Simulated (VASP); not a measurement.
# C (P6_3/mmc) in VASP: relaxation of cell and atoms with r2SCAN

Aim: the relaxation of cell and atoms of C with r2SCAN.

Program: VASP 6.6.1. These are calculated values, not measurements. Logs are shortened: lines on timing, memory, paths and dates and some standing lists are left out, and cuts for length are marked.

## 1. The cell of the first run

Symmetry: P6_3/mmc, No. 194, hexagonal system. The conventional cell has a = 2.514 Å, b = 2.514 Å, c = 16.503 Å, α = 90.00°, β = 90.00°, γ = 120.00°. Within 2.1 Å of C (site symmetry 3m) lie 4 C at 1.54 Å. C (site symmetry 3m) has 4 C at 1.54 to 1.56 Å within 2.1 Å. C (site symmetry 3m) has 4 C at 1.54 Å within 2.1 Å. Within 2.1 Å of C (site symmetry 3m) lie 4 C at 1.54 Å.

## 2. Relaxation of cell and atoms, r2SCAN

POSCAR reads:

```
C
1.0
    2.5138686042      0.0000000000      0.0000000000
   -1.2569343021      2.1770740730      0.0000000000
    0.0000000000      0.0000000000     16.5031838100
C
16
Direct
    0.0000000000      0.0000000000      0.9532899300
    0.6666666700      0.3333333300      0.2974096400
    0.3333333300      0.6666666700      0.7974096400
    0.6666666700      0.3333333300      0.2025903600
    0.3333333300      0.6666666700      0.0778874800
    0.3333333300      0.6666666700      0.3287820000
    0.3333333300      0.6666666700      0.4221125200
    0.6666666700      0.3333333300      0.6712180000
    0.3333333300      0.6666666700      0.7025903600
    0.0000000000      0.0000000000      0.4532899300
    0.0000000000      0.0000000000      0.0467100700
    0.3333333300      0.6666666700      0.1712180000
    0.6666666700      0.3333333300      0.8287820000
    0.0000000000      0.0000000000      0.5467100700
    0.6666666700      0.3333333300      0.5778874800
    0.6666666700      0.3333333300      0.9221125200
```

INCAR.step1 reads:

```
SYSTEM = C
  ALGO = Normal
  EDIFF = 1E-4
  ENCUT = 600
  GGA = PE
  ISMEAR = 0
  LASPH = .True.
  LCHARG = .False.
  LREAL = Auto
  LWAVE = .True.
  NELM = 100
  PREC = Accurate
  SIGMA = 0.02
```

INCAR.step2 reads:

```
SYSTEM = C
  ALGO = Normal
  EDIFF = 1E-6
  EDIFFG = -0.01
  ENCUT = 600
  IBRION = 2
  ISIF = 3
  ISMEAR = 0
  ISTART = 1
  LASPH = .True.
  LCHARG = .False.
  LMIXTAU = .True.
  LREAL = Auto
  LWAVE = .False.
  METAGGA = R2SCAN
  NELM = 100
  NSW = 100
  PREC = Accurate
  SIGMA = 0.02
```

KPOINTS reads:

```
k-points
0
Gamma
  12 12 2
  0 0 0
```

Potentials or basis: VASP PAW PBE potentials, release 64 (C).

Launch:

```sh
$ cat potpaw_PBE.64/C/POTCAR > POTCAR
$ cp INCAR.step1 INCAR
$ mpirun -np 1 vasp_std > vasp.out
$ cp INCAR.step2 INCAR
$ mpirun -np 1 vasp_std > vasp.out
```

OUTCAR:

```text
SYSTEM = C
   EDIFF = 1E-6
   EDIFFG = -0.01
   ENCUT = 600
   IBRION = 2
   ISIF = 3
   ISMEAR = 0
   ISTART = 1
   LASPH = .True.
   LREAL = Auto
   METAGGA = R2SCAN
   NELM = 100
   NSW = 100
   PREC = Accurate

 ion  position               nearest neighbor table
   1  0.000  0.000  0.953-  16 1.54  16 1.54  16 1.54  11 1.54
   2  0.667  0.333  0.297-   6 1.54   6 1.54   6 1.54   4 1.56
   3  0.333  0.667  0.797-  13 1.54  13 1.54  13 1.54   9 1.56
   4  0.667  0.333  0.203-  12 1.54  12 1.54  12 1.54   2 1.56
   5  0.333  0.667  0.078-  11 1.54  11 1.54  11 1.54  12 1.54
   6  0.333  0.667  0.329-   7 1.54   2 1.54   2 1.54   2 1.54
[... 8 lines left out ...]
  15  0.667  0.333  0.578-  14 1.54  14 1.54  14 1.54   8 1.54
  16  0.667  0.333  0.922-   1 1.54   1 1.54   1 1.54  13 1.54

  LATTYP: Found a hexagonal cell.
 ALAT       =     2.5138686042
 C/A-ratio  =     6.5648553717

  Lattice vectors:

 A1 = (   2.5138686042,   0.0000000000,   0.0000000000)
 A2 = (  -1.2569343021,   2.1770740730,   0.0000000000)
 A3 = (   0.0000000000,   0.0000000000,  16.5031838100)

Analysis of symmetry for initial positions (statically):
=====================================================================
 Subroutine PRICEL returns:
 Original cell was already a primitive cell.

 Routine SETGRP: Setting up the symmetry group for a
 hexagonal supercell.

 Subroutine GETGRP returns: Found 24 space group operations
 (whereof 12 operations were pure point group operations)
 out of a pool of 24 trial point group operations.

The static configuration has the point symmetry D_3d.
 The point group associated with its full space group is D_6h.

Analysis of symmetry for dynamics (positions and initial velocities):
=====================================================================
 Subroutine PRICEL returns:
 Original cell was already a primitive cell.

 Routine SETGRP: Setting up the symmetry group for a
 hexagonal supercell.

 Subroutine GETGRP returns: Found 24 space group operations
 (whereof 12 operations were pure point group operations)
 out of a pool of 24 trial point group operations.

The dynamic configuration has the point symmetry D_3d.
 The point group associated with its full space group is D_6h.

 Subroutine INISYM returns: Found 24 space group operations
 (whereof 12 operations are pure point group operations),
 and found     1 'primitive' translations

----------------------------------------------------------------------------------------

                                     Primitive cell

  volume of cell :      90.3199

  direct lattice vectors                    reciprocal lattice vectors
     2.513868604  0.000000000  0.000000000     0.397793265  0.229666049  0.000000000
    -1.256934302  2.177074073  0.000000000     0.000000000  0.459332097  0.000000000
     0.000000000  0.000000000 16.503183810     0.000000000  0.000000000  0.060594368

  length of vectors
     2.513868604  2.513868604 16.503183810     0.459332097  0.459332097  0.060594368

  position of ions in fractional coordinates (direct lattice)
     0.000000000  0.000000000  0.953289930
     0.666666670  0.333333330  0.297409640
     0.333333330  0.666666670  0.797409640
     0.666666670  0.333333330  0.202590360
     0.333333330  0.666666670  0.077887480
     0.333333330  0.666666670  0.328782000
[... 8 lines left out ...]
     0.666666670  0.333333330  0.577887480
     0.666666670  0.333333330  0.922112520

  ion indices of the primitive-cell ions
   primitive index   ion index
                 1           1
                 2           2
                 3           3
                 4           4
                 5           5
                 6           6
[... 8 lines left out ...]
                15          15
                16          16

----------------------------------------------------------------------------------------

 KPOINTS: k-points

Automatic generation of k-mesh.
 Grid dimensions read from file:
 generate k-points for:   12   12    2

 Generating k-lattice:

  Cartesian coordinates                     Fractional coordinates (reciprocal lattice)
     0.033149439  0.019138837  0.000000000     0.083333333  0.000000000  0.000000000
     0.000000000  0.038277675  0.000000000     0.000000000  0.083333333  0.000000000
     0.000000000  0.000000000  0.030297184     0.000000000  0.000000000  0.500000000

  Length of vectors
     0.038277675  0.038277675  0.030297184

  Shift w.r.t. Gamma in fractional coordinates (k-lattice)
     0.000000000  0.000000000  0.000000000

 Subroutine IBZKPT returns following result:
 ===========================================

 Found     38 irreducible k-points:

 Following reciprocal coordinates:
            Coordinates               Weight
  0.000000  0.000000  0.000000      1.000000
  0.083333  0.000000  0.000000      6.000000
  0.166667 -0.000000  0.000000      6.000000
  0.250000  0.000000  0.000000      6.000000
  0.333333  0.000000  0.000000      6.000000
  0.416667  0.000000  0.000000      6.000000
[... 16 lines left out ...]
  0.250000  0.000000  0.500000      6.000000
  0.333333  0.000000  0.500000      6.000000
 [... further k-points ...]
   k-points           NKPTS =     38   k-points in BZ     NKDIM =     38   number of bands    NBANDS=     41
   number of dos      NEDOS =    301   number of ions     NIONS =     16
   total plane-waves  NPLWV =  56000
   dimension x,y,z NGX =    20 NGY =   20 NGZ =  140
   dimension x,y,z NGXF=    40 NGYF=   40 NGZF=  280
   ions per type =              16
   NGX,Y,Z   is equivalent  to a cutoff of  13.23, 13.23, 14.10 a.u.
   NGXF,Y,Z  is equivalent  to a cutoff of  26.45, 26.45, 28.21 a.u.
 SYSTEM =  C
   PREC   = accura    normal or accurate (medium, high low for compatibility)
   ISTART =      1    job   : 0-new  1-cont  2-samecut
   ICHARG =      0    charge: 1-file 2-atom 10-const
   ISPIN  =      1    spin polarized calculation?
   LNONCOLLINEAR =      F non collinear calculations
   LSORBIT =      F    spin-orbit coupling
   LASPH  =      T    aspherical Exc in radial PAW
   ENCUT  =  600.0 eV  44.10 Ry    6.64 a.u.   5.02  5.02 32.96*2*pi/ulx,y,z
   NELM   =    100;   NELMIN=  2; NELMDL=  0     # of ELM steps
   EDIFF  = 0.1E-05   stopping-criterion for ELM
   LREAL  =      T    real-space projection
   EDIFFG = -.1E-01   stopping-criterion for IOM
   NSW    =    100    number of steps for IOM
   IBRION =      2    ionic relax: 0-MD 1-quasi-New 2-CG
   NFREE  =      1    steps in history (QN), initial steepest desc. (CG)
   ISIF   =      3    stress and relaxation
   ISYM   =      2    0-nonsym 1-usesym 2-fastsym
   POTIM  = 0.5000    time-step for ionic-motion
   TEBEG  =    0.0;   TEEND  =   0.0 temperature during run
   PSTRESS=    0.0 pullay stress
   NELECT =      64.0000    total number of electrons
   NUPDOWN=      -1.0000    fix difference up-down
   EMIN   =  10.00;   EMAX   =-10.00  energy-range for DOS
   EFERMI =   0.00;   METHOD = LEGACY
   ISMEAR =     0;   SIGMA  =   0.02  broadening in eV -4-tet -1-fermi 0-gaus
   EFERMI_NEDOS =   21; number of points for ismear=-14 and -15
   IALGO  =     38    algorithm
   IMIX   =      4    mixing-type and parameters
     AMIX     =   0.40;   BMIX     =  1.00
     AMIX_MAG =   1.60;   BMIX_MAG =  1.00
  volume/ion in A,a.u.               =       5.64        38.09
  Fermi-wavevector in a.u.,A,eV,Ry     =   1.459510  2.758073 28.982703  2.130169
  Thomas-Fermi vector in A             =   2.576068
   LORBIT       =      0    0 simple, 1 ext, 2 COOP (PROOUT), +10 PAW based schemes
   METAGGA = R2SCAN    functional components
   LHFCALC =     F    Hartree Fock is set to
   AEXX    =    0.0000 exact exchange contribution
   IVDW    =     0    specifies the selected vdW correction
   LEPSILON=     F    determine dielectric tensor
   LRPA    =     F    only Hartree local field effects (RPA)
 conjugate gradient relaxation of ions
 non-spin polarized calculation
 Gauss-broadening in eV      SIGMA  =   0.02
  energy-cutoff  :      600.00
  volume of cell :       90.32
 maximum number of plane-waves:      3054
 NGX is ok and might be reduce to    20
   NGX =  9   NGY =  9   NGZ = 65

--------------------------------------- Ionic step        1  -------------------------------------------

 number of electron      64.0000000 magnetization

 Free energy of the ion-electron system (eV)
  ---------------------------------------------------
  ext. energy  EPLUGINS =         0.00000000
  ---------------------------------------------------
  free energy    TOTEN  =      -157.23494898 eV

  energy without entropy =     -157.23494898  energy(sigma->0) =     -157.23494898

------------------------ aborting loop because EDIFF is reached ----------------------------------------

  FORCE on cell =-STRESS in cart. coord.  units (eV):
  Direction    XX          YY          ZZ          XY          YZ          ZX
  --------------------------------------------------------------------------------------
  -------------------------------------------------------------------------------------
  Total        0.1128116      0.1128116      0.1644489      0.0000000      0.0000000      0.0000000
  in kB        2.0011554      2.0011554      2.9171454      0.0000000      0.0000000      0.0000000
  external PRESSURE =       2.3064854 kB  Pullay stress =       0.0000000 kB
[... 85 lines left out ...]
  energy  without entropy=     -157.2349189526  energy(sigma->0) =     -157.23491895

--------------------------------------- Ionic step        3  -------------------------------------------

 number of electron      64.0000000 magnetization

 Free energy of the ion-electron system (eV)
  ---------------------------------------------------
  ext. energy  EPLUGINS =         0.00000000
  ---------------------------------------------------
  free energy    TOTEN  =      -157.23499313 eV

  energy without entropy =     -157.23499313  energy(sigma->0) =     -157.23499313

 E-fermi :   9.9819     XC(G=0): -14.2798

 val. band max:        9.8439710552   @ k =   0.0000   0.0000   0.0000
 cond. band min:      14.4622871085   @ k =   0.3333   0.0000   0.0000
 fundamental gap:      4.6183160533
 Fermi energy:         9.9819410131

 k-point     1 :       0.0000    0.0000    0.0000
  band No.  band energies     occupation
      1     -12.9891      2.00000
      2     -12.5706      2.00000
      3     -12.5066      2.00000
      4     -11.2330      2.00000
      5     -11.1744      2.00000
      6      -9.0888      2.00000
[... 1045 lines left out ...]
     40      17.7581      0.00000
     41      18.4193      0.00000

 [... further k-points ...]
[... 5 lines left out ...]
  --------------------------------------------------------------------------------------
  -------------------------------------------------------------------------------------
  Total        0.0141039      0.0141039      0.0112798      0.0000000      0.0000000      0.0000000
  in kB        0.2500610      0.2500610      0.1999904      0.0000000      0.0000000      0.0000000
  external PRESSURE =       0.2333708 kB  Pullay stress =       0.0000000 kB
[... 31 lines left out ...]
  FREE ENERGIE OF THE ION-ELECTRON SYSTEM (eV)
  ---------------------------------------------------
  free  energy   TOTEN  =      -157.2349931337 eV

  energy  without entropy=     -157.2349931337  energy(sigma->0) =     -157.23499313

 reached required accuracy - stopping structural energy minimisation
```

Run time: 39 min. Hardware: 1 thread of Oxide Virtual Turin-like, shared host; peak memory 0.26 GiB.

Results:

- Free energy: -157.2350 eV
- Relaxed volume: 5.65 Å³/atom
- Relaxed cell: a = 2.514 Å, b = 2.514 Å, c = 16.507 Å, α = 90.00°, β = 90.00°, γ = 120.00°
- Space group after relaxing (to 0.1 Å): P6_3/mmc (No. 194)
- Energy gained by relaxing: 0.0 meV/atom
- Ionic steps: 3
- Pressure after relaxing: 0.0 GPa
- Largest force after relaxing: 0.008 eV/Å
- Band gap on the k mesh: 4.62 eV (least direct gap 5.68 eV)

Forces on the atoms (eV/Å):
```
C    0.000  0.000  0.003
C    0.000  0.000 -0.002
C    0.000  0.000 -0.002
C    0.000  0.000  0.002
C    0.000  0.000 -0.001
C    0.000  0.000  0.008
C    0.000  0.000  0.001
C    0.000  0.000 -0.008
C    0.000  0.000  0.002
C    0.000  0.000  0.003
C    0.000  0.000 -0.003
C    0.000  0.000 -0.008
C    0.000  0.000  0.008
C    0.000  0.000 -0.003
C    0.000  0.000 -0.001
C    0.000  0.000  0.001
```

Final structure:
```
C
1.0
     2.51424    0.00000    0.00000
    -1.25712    2.17739    0.00000
     0.00000    0.00000   16.50672
C
16
Direct
  0.00000 0.00000 0.95329
  0.66667 0.33333 0.29743
  0.33333 0.66667 0.79743
  0.66667 0.33333 0.20257
  0.33333 0.66667 0.07788
  0.33333 0.66667 0.32878
  0.33333 0.66667 0.42212
  0.66667 0.33333 0.67122
  0.33333 0.66667 0.70257
  0.00000 0.00000 0.45329
  0.00000 0.00000 0.04671
  0.33333 0.66667 0.17122
  0.66667 0.33333 0.82878
  0.00000 0.00000 0.54671
  0.66667 0.33333 0.57788
  0.66667 0.33333 0.92212
```

Levels at points of the mesh, in eV from the valence-band top:
```
           k point  band 28  band 29  band 30  band 31  band 32  band 33  band 34  band 35  band 36  band 37
(0.00, 0.00, 0.00)    -0.65    -0.65    -0.12     0.00     0.00     5.68     5.68     5.78     6.42     6.42
(0.50, 0.00, 0.00)    -4.06    -3.85    -3.82    -3.54    -3.08     4.89     5.20     5.29     5.58     6.20
(0.00, 0.00, 0.50)    -0.91    -0.20    -0.20    -0.20    -0.20     5.93     5.93     5.93     5.93     6.26
(0.50, 0.00, 0.50)    -4.53    -3.79    -3.79    -3.29    -3.29     4.98     4.98     5.66     5.66     5.96
```

Caveat: the PAW data sets were made with another functional, which shifts forces and pressure a little.
